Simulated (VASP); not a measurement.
# SiH10C20 in VASP: notebook

The runs below take SiH10C20 through single point, with PBE.

All numbers are computed with VASP 6.6.1; they aren't measurements. Logs are shortened: lines on timing, memory, paths and dates and some standing lists are left out, and cuts for length are marked.

## Step 1: The cell of the first run

The cell holds a slab with vacuum, 31 atoms: a = 5.049 Å, b = 5.049 Å, c = 15.836 Å, α = 90.00°, β = 90.00°, γ = 90.00°.

## Step 2: Single point, PBE, collinear spin, zero start

The input, INCAR:

```
SYSTEM = SiH10C20
PREC = Accurate
ENCUT = 520
EDIFF = 1E-6
ISMEAR = 0
SIGMA = 0.02
LREAL = Auto
LASPH = .True.
NELM = 150
ALGO = Normal
ISIF = 2
LWAVE = .False.
LCHARG = .True.
ISPIN = 2
MAGMOM = 0 0 0 0 0 0 0 0 0 0 0 0 0 0 0 0 0 0 0 0 0 0 0 0 0 0 0 0 0 0 0
LORBIT = 11
GGA = PE
LELF = .True.
LVHAR = .True.
NBANDS = 72
```

The input, KPOINTS:

```
Automatic mesh
0
Gamma
  2 2 1
  0 0 0
```

The input, POSCAR:

```
SiH10C20
1.0
    5.0487420000      0.0000000000      0.0000000000
    0.0000000000      5.0487420000      0.0000000000
    0.0000000000      0.0000000000     15.8355610000
H C Si
10 20 1
Direct
    0.4277867635      0.0000000000      0.0631490100
    0.0722132365      0.0000000000      0.0631490100
    0.9277867635      0.0000000000      0.0631490100
    0.5722132365      0.0000000000      0.0631490100
    0.4277867635      0.5000000000      0.0631490100
    0.0722132365      0.5000000000      0.0631490100
    0.9277867635      0.5000000000      0.0631490100
    0.5722132365      0.5000000000      0.0631490100
    0.2537301371      0.5032271405      0.3880687271
    0.7462716455      0.5032239714      0.3880692954
    0.2499999010      0.0000000000      0.1032296867
    0.7499999010      0.0000000000      0.1032296867
    0.2499999010      0.5000000000      0.1032296867
    0.7499999010      0.5000000000      0.1032296867
    0.2499999010      0.2499999010      0.1595901781
    0.7499999010      0.2499999010      0.1595901781
    0.2499999010      0.7499999010      0.1595901781
    0.7499999010      0.7499999010      0.1595901781
   -0.0000009903      0.2458614443      0.2137584516
    0.5000019807      0.2534625457      0.2099799938
    0.0000001981      0.7480421856      0.2218837084
    0.4999968309      0.7521826229      0.2187400876
    0.0000000000      0.0116318085      0.2785523039
    0.4999986135      0.0211884465      0.2682841486
   -0.0000019807      0.4793790215      0.2739270810
    0.5000015846      0.4851103503      0.2722419496
    0.2612274503      0.0851116971      0.3265605178
    0.7387727477      0.0850966439      0.3265602021
    0.2530341222      0.4129222686      0.3243677947
    0.7469633029      0.4129363315      0.3243653319
    0.4999875216     -0.0300346106      0.4185361036
```

Potentials or basis: VASP PAW PBE potentials, release 64 (H, C, Si).

Launch:

```
cat potpaw_PBE.64/H/POTCAR potpaw_PBE.64/C/POTCAR potpaw_PBE.64/Si/POTCAR > POTCAR
mpirun -np 1 vasp_std > vasp.out
```

OUTCAR:

```text
SYSTEM = SiH10C20
   PREC = Accurate
   ENCUT = 520
   EDIFF = 1E-6
   ISMEAR = 0
   LREAL = Auto
   LASPH = .True.
   NELM = 150
   ISIF = 2
   ISPIN = 2
   LORBIT = 11
   GGA = PE

 ion  position               nearest neighbor table
   1  0.428  0.000  0.063-   4 0.73  11 1.10
   2  0.072  0.000  0.063-   3 0.73  11 1.10
   3  0.928  0.000  0.063-   2 0.73  12 1.10
   4  0.572  0.000  0.063-   1 0.73  12 1.10
   5  0.428  0.500  0.063-   8 0.73  13 1.10
   6  0.072  0.500  0.063-   7 0.73  13 1.10
   7  0.928  0.500  0.063-   6 0.73  14 1.10
   8  0.572  0.500  0.063-   5 0.73  14 1.10
   9  0.254  0.503  0.388-  29 1.11
  10  0.746  0.503  0.388-  30 1.11
  11  0.250  0.000  0.103-   2 1.10   1 1.10  15 1.55  17 1.55
  12  0.750  0.000  0.103-   4 1.10   3 1.10  16 1.55  18 1.55
  13  0.250  0.500  0.103-   6 1.10   5 1.10  17 1.55  15 1.55
  14  0.750  0.500  0.103-   8 1.10   7 1.10  18 1.55  16 1.55
  15  0.250  0.250  0.160-  20 1.49  19 1.53  11 1.55  13 1.55
  16  0.750  0.250  0.160-  20 1.49  19 1.53  12 1.55  14 1.55
  17  0.250  0.750  0.160-  13 1.55  11 1.55  22 1.57  21 1.60
  18  0.750  0.750  0.160-  14 1.55  12 1.55  22 1.57  21 1.60
  19  1.000  0.246  0.214-  25 1.52  16 1.53  15 1.53  23 1.57
  20  0.500  0.253  0.210-  24 1.49  16 1.49  15 1.49  26 1.53
  21  0.000  0.748  0.222-  25 1.59  17 1.60  18 1.60  23 1.61
  22  0.500  0.752  0.219-  24 1.57  17 1.57  18 1.57  26 1.59
  23  0.000  0.012  0.279-  19 1.57  28 1.57  27 1.57  21 1.61
  24  0.500  0.021  0.268-  20 1.49  28 1.55  27 1.55  22 1.57  31 2.39
  25  1.000  0.479  0.274-  19 1.52  30 1.54  29 1.54  21 1.59
  26  0.500  0.485  0.272-  20 1.53  30 1.54  29 1.54  22 1.59
  27  0.261  0.085  0.327-  24 1.55  23 1.57  29 1.66  31 1.98
  28  0.739  0.085  0.327-  24 1.55  23 1.57  30 1.66  31 1.98
  29  0.253  0.413  0.324-   9 1.11  26 1.54  25 1.54  27 1.66
  30  0.747  0.413  0.324-  10 1.11  26 1.54  25 1.54  28 1.66
  31  0.500  0.970  0.419-  27 1.98  28 1.98  24 2.39

  LATTYP: Found a simple tetragonal cell.
 ALAT       =     5.0487420000
 C/A-ratio  =     3.1365359925

  Lattice vectors:

 A1 = (   5.0487420000,   0.0000000000,   0.0000000000)
 A2 = (   0.0000000000,   5.0487420000,   0.0000000000)
 A3 = (   0.0000000000,   0.0000000000,  15.8355610000)

Analysis of symmetry for initial positions (statically):
=====================================================================
 Subroutine PRICEL returns:
 Original cell was already a primitive cell.

 Routine SETGRP: Setting up the symmetry group for a
 simple tetragonal supercell.

 Subroutine GETGRP returns: Found  1 space group operations
 (whereof  1 operations were pure point group operations)
 out of a pool of 16 trial point group operations.

The static configuration has the point symmetry C_1 .
[... 211 lines left out ...]
  free energy    TOTEN  =      -204.56085222 eV

  energy without entropy =     -204.56084875  energy(sigma->0) =     -204.56085049

 E-fermi :   1.4187     XC(G=0):  -5.9629

 val. band max:        1.3642751821   @ k =   0.0000   0.5000   0.0000
 cond. band min:       1.4730439413   @ k =   0.5000   0.5000   0.0000
 fundamental gap:      0.1087687592
 Fermi energy:         1.4186592873

 spin component 1

 k-point     1 :       0.0000    0.0000    0.0000
  band No.  band energies     occupation
      1     -19.7568      1.00000
      2     -17.5493      1.00000
      3     -15.6032      1.00000
      4     -15.1909      1.00000
      5     -15.1678      1.00000
      6     -15.1405      1.00000
[... 237 lines left out ...]
     58       6.8637      0.00000
     59       6.9913      0.00000
 Fermi energy:         1.4186592873

 spin component 2

 k-point     1 :       0.0000    0.0000    0.0000
  band No.  band energies     occupation
      1     -19.7568      1.00000
      2     -17.5493      1.00000
      3     -15.6032      1.00000
      4     -15.1909      1.00000
      5     -15.1678      1.00000
      6     -15.1405      1.00000
[... 237 lines left out ...]
     58       6.8637      0.00000
     59       6.9913      0.00000
 [bands above 59 left out]

------------------------ aborting loop because EDIFF is reached ----------------------------------------

  FORCE on cell =-STRESS in cart. coord.  units (eV):
  Direction    XX          YY          ZZ          XY          YZ          ZX
  --------------------------------------------------------------------------------------
  -------------------------------------------------------------------------------------
  Total       69.8849045     -6.1977133     -4.3709710     -0.0000570      0.0077882      0.0009557
  in kB      277.3921387    -24.6004049    -17.3495694     -0.0002264      0.0309133      0.0037936
  external PRESSURE =      78.4807215 kB  Pullay stress =       0.0000000 kB

 VOLUME and BASIS-vectors are now :
 -----------------------------------------------------------------------------
  energy-cutoff  :      520.00
  volume of cell :      403.65
      direct lattice vectors                 reciprocal lattice vectors
     5.048742000  0.000000000  0.000000000     0.198069143  0.000000000  0.000000000
     0.000000000  5.048742000  0.000000000     0.000000000  0.198069143  0.000000000
     0.000000000  0.000000000 15.835561000     0.000000000  0.000000000  0.063149010

 POSITION                                       TOTAL-FORCE (eV/Angst)
 -----------------------------------------------------------------------------------
      2.15978      0.00000      1.00000        -8.959952     -0.061217      0.072012
      0.36459      0.00000      1.00000         8.960996     -0.034181      0.070763
      4.68416      0.00000      1.00000        -8.961017     -0.034184      0.070781
      2.88896      0.00000      1.00000         8.959918     -0.061219      0.071997
      2.15978      2.52437      1.00000        -8.964075      0.024172      0.102282
      0.36459      2.52437      1.00000         8.954739      0.073645      0.038215
[... 23 lines left out ...]
      3.77122      2.08481      5.13651         0.006282     -0.013413      0.018828
      2.52431      4.89711      6.62775         0.000501     -0.004663      0.005652
 -----------------------------------------------------------------------------------
    total drift:                                0.000133     -0.014621      0.032253

  FREE ENERGIE OF THE ION-ELECTRON SYSTEM (eV)
  ---------------------------------------------------
  free  energy   TOTEN  =      -204.5608522210 eV

  energy  without entropy=     -204.5608487522  energy(sigma->0) =     -204.56085049

 total charge

# of ion       s       p       d       tot
------------------------------------------
    1        0.743   0.102   0.000   0.845
    2        0.743   0.102   0.000   0.845
    3        0.743   0.102   0.000   0.845
    4        0.743   0.102   0.000   0.845
    5        0.742   0.102   0.000   0.845
    6        0.743   0.102   0.000   0.845
[... 23 lines left out ...]
   30        0.835   1.698   0.000   2.534
   31        0.884   0.691   0.000   1.575
--------------------------------------------------
tot         24.804  36.302   0.000  61.106

 magnetization (x)

# of ion       s       p       d       tot
------------------------------------------
    1       -0.000  -0.000   0.000  -0.000
    2       -0.000  -0.000   0.000  -0.000
    3       -0.000  -0.000   0.000  -0.000
    4       -0.000  -0.000   0.000  -0.000
    5       -0.000  -0.000   0.000  -0.000
    6       -0.000  -0.000   0.000  -0.000
[... 23 lines left out ...]
   30       -0.000  -0.000   0.000  -0.000
   31       -0.000  -0.000   0.000  -0.000
--------------------------------------------------
tot          0.000   0.000   0.000   0.000
```

Run time: 5.5 min. Hardware: 1 thread of AMD EPYC 9R45 (Zen 5), shared host; peak memory 0.61 GiB.

What came out:

* Free energy: -204.5609 eV
* Largest force: 8.965 eV/Å
* Band gap on the k mesh: 0.11 eV (least direct gap 0.19 eV)
* Net moment: 0.00 μB per cell
* Valence electrons inside the program's atomic spheres: H 0.84, 0.69 (each value once); C 2.68, 2.60, 2.51, 2.61, 2.46, 2.50, 2.48, 2.59, 2.56, 2.53 (each value once); Si 1.57

Forces in eV/Å, atoms in the order of the input:
```
H   -8.960 -0.061  0.072
H    8.961 -0.034  0.071
H   -8.961 -0.034  0.071
H    8.960 -0.061  0.072
H   -8.964  0.024  0.102
H    8.955  0.074  0.038
H   -8.955  0.074  0.038
H    8.964  0.024  0.102
H   -0.001  0.011  0.018
H    0.001  0.011  0.017
C   -0.119 -0.119  0.965
C    0.119 -0.119  0.965
C   -0.336  0.142  0.970
C    0.336  0.142  0.970
C   -0.374 -0.033 -2.816
C    0.375 -0.033 -2.816
C   -0.144  0.006  0.526
C    0.144  0.006  0.526
C    0.000 -0.010 -0.003
C    0.000 -0.010 -0.007
C    0.000 -0.002  0.007
C    0.000  0.008  0.010
C    0.000 -0.033  0.006
C    0.000 -0.024  0.004
C    0.000  0.029  0.002
C   -0.001  0.043  0.000
C   -0.018  0.003  0.024
C    0.017  0.004  0.024
C   -0.006 -0.010  0.017
C    0.006 -0.013  0.019
Si   0.001 -0.005  0.006
```

Caveat: the k points lie up to 0.62 Å⁻¹ apart; there is no dipole correction, which matters where the two faces differ.

## Step 3: Single point, PBE, collinear spin, zero start

The input, INCAR:

```
ALGO = Normal ; EDIFF = 1E-6
ENCUT = 520 ; GGA = PE
ISIF = 2 ; ISMEAR = 0
ISPIN = 2 ; LASPH = True
LCHARG = False ; LORBIT = 11
LREAL = Auto ; LWAVE = False
MAGMOM = 0 0 0 0 0 0 0 0 0 0 0 0 0 0 0 0 0 0 0 0 0 0 0 0 0 0 0 0 0 0 0 ; NBANDS = 72
NELM = 150 ; PREC = Accurate
SIGMA = 0.02
```

The input, KPOINTS:

```
k-points
0
Gamma
  2 2 1
```

The input, POSCAR:

```
SiH10C20
1.0
    5.0487420000      0.0000000000      0.0000000000
    0.0000000000      5.0487420000      0.0000000000
    0.0000000000      0.0000000000     15.8355610000
H C Si
10 20 1
Direct
    0.4277867635      0.0000000000      0.0631490100
    0.0722132365      0.0000000000      0.0631490100
    0.9277867635      0.0000000000      0.0631490100
    0.5722132365      0.0000000000      0.0631490100
    0.4277867635      0.5000000000      0.0631490100
    0.0722132365      0.5000000000      0.0631490100
    0.9277867635      0.5000000000      0.0631490100
    0.5722132365      0.5000000000      0.0631490100
    0.2500000990      0.5009748963      0.3879100968
    0.7500000990      0.5015667269      0.3885692461
    0.2500000990      0.0000000000      0.1032296867
    0.7500000990      0.0000000000      0.1032296867
    0.2500000990      0.5000000000      0.1032296867
    0.7500000990      0.5000000000      0.1032296867
    0.2500000990      0.2500000990      0.1595901781
    0.7500000990      0.2500000990      0.1595901781
    0.2500000990      0.7500000990      0.1595901781
    0.7500000990      0.7500000990      0.1595901781
    0.0001937116      0.2496893285      0.2118661915
    0.4998062884      0.2496893285      0.2118661915
    0.0002673933      0.7501114139      0.2205938899
    0.4997328047      0.7501114139      0.2205938899
    0.0035353361      0.0156034909      0.2737229202
    0.4964648619      0.0156034909      0.2737229202
    0.0011123563      0.4824877167      0.2731614624
    0.4988876437      0.4824877167      0.2731614624
    0.2500000990      0.0881748364      0.3253170507
    0.7500000990      0.0835566563      0.3249689733
    0.2500000990      0.4095097353      0.3249754777
    0.7500000990      0.4137240524      0.3237046670
    0.7500000990     -0.0555274958      0.4345217072
```

Potentials or basis: VASP PAW PBE potentials, release 64 (H, C, Si).

Launch:

```
cat potpaw_PBE.64/H/POTCAR potpaw_PBE.64/C/POTCAR potpaw_PBE.64/Si/POTCAR > POTCAR
mpirun -np 1 vasp_std > vasp.out
```

Run time: 7.5 min. Hardware: 1 thread of AMD EPYC 9R45 (Zen 5), shared host; peak memory 0.63 GiB.

Results (log left out):

| Property | Result |
| --- | --- |
| Free energy | -203.1364 eV |
| Largest force | 8.911 eV/Å |
| Band gap on the k mesh | 0.04 eV (least direct gap 0.08 eV) |
| Net moment | 0.00 μB per cell |
| Valence electrons inside the program's atomic spheres | H 0.84, 0.69, 0.68 (each value once); C 2.68, 2.60, 2.51, 2.64, 2.48, 2.54, 2.56, 2.43, 2.55, 2.52 (each value once); Si 1.55 |

Forces in eV/Å, atoms in the order of the input:
```
H   -8.888 -0.045  0.018
H    8.888 -0.045  0.018
H   -8.896 -0.048  0.015
H    8.896 -0.048  0.015
H   -8.894  0.046  0.027
H    8.894  0.046  0.027
H   -8.911  0.049  0.015
H    8.911  0.049  0.015
H    0.000  0.008  0.015
H    0.000  0.018  0.020
C    0.000 -0.133  1.101
C    0.000 -0.151  1.088
C    0.000  0.161  1.090
C    0.000  0.181  1.028
C    0.000 -0.024 -2.822
C    0.000 -0.064 -2.750
C    0.000 -0.012  0.452
C    0.000  0.044  0.535
C   -0.002  0.000 -0.008
C    0.002  0.000 -0.008
C   -0.002 -0.002  0.018
C    0.002 -0.002  0.018
C   -0.005 -0.029  0.000
C    0.005 -0.029  0.000
C    0.009  0.033 -0.003
C   -0.009  0.033 -0.003
C    0.000 -0.008  0.024
C    0.000  0.003  0.031
C    0.000  0.010  0.020
C    0.000 -0.035  0.007
Si   0.000 -0.005 -0.001
```

Levels at points of the mesh, in eV from the valence-band top:
Spin up:
| k point | band 43 | band 44 | band 45 | band 46 | band 47 | band 48 | band 49 | band 50 | band 51 | band 52 |
| --- | --- | --- | --- | --- | --- | --- | --- | --- | --- | --- |
| (0.00, 0.00, 0.00) | -2.42 | -2.33 | -0.55 | -0.27 | -0.03 | 0.43 | 0.55 | 2.13 | 3.19 | 3.98 |
| (0.50, 0.00, 0.00) | -2.41 | -2.24 | -2.21 | -1.96 | -0.74 | 0.43 | 0.96 | 3.36 | 3.38 | 4.23 |
| (0.00, 0.50, 0.00) | -2.42 | -2.24 | -0.24 | -0.17 | 0.00 | 0.08 | 0.66 | 3.09 | 3.12 | 3.46 |
| (0.50, 0.50, 0.00) | -3.04 | -2.68 | -2.65 | -1.95 | -0.74 | 0.04 | 1.27 | 3.68 | 3.97 | 4.19 |
Spin down:
```tsv
k point	band 44	band 45	band 46	band 47	band 48	band 49	band 50	band 51
(0.00, 0.00, 0.00)	-2.33	-0.55	-0.27	-0.03	0.43	0.55	2.13	3.19
(0.50, 0.00, 0.00)	-2.24	-2.21	-1.96	-0.74	0.43	0.96	3.36	3.38
(0.00, 0.50, 0.00)	-2.24	-0.24	-0.17	0.00	0.08	0.66	3.09	3.12
(0.50, 0.50, 0.00)	-2.68	-2.65	-1.95	-0.74	0.04	1.27	3.68	3.97
```

Caveat: the k points lie up to 0.62 Å⁻¹ apart; there is no dipole correction, which matters where the two faces differ.
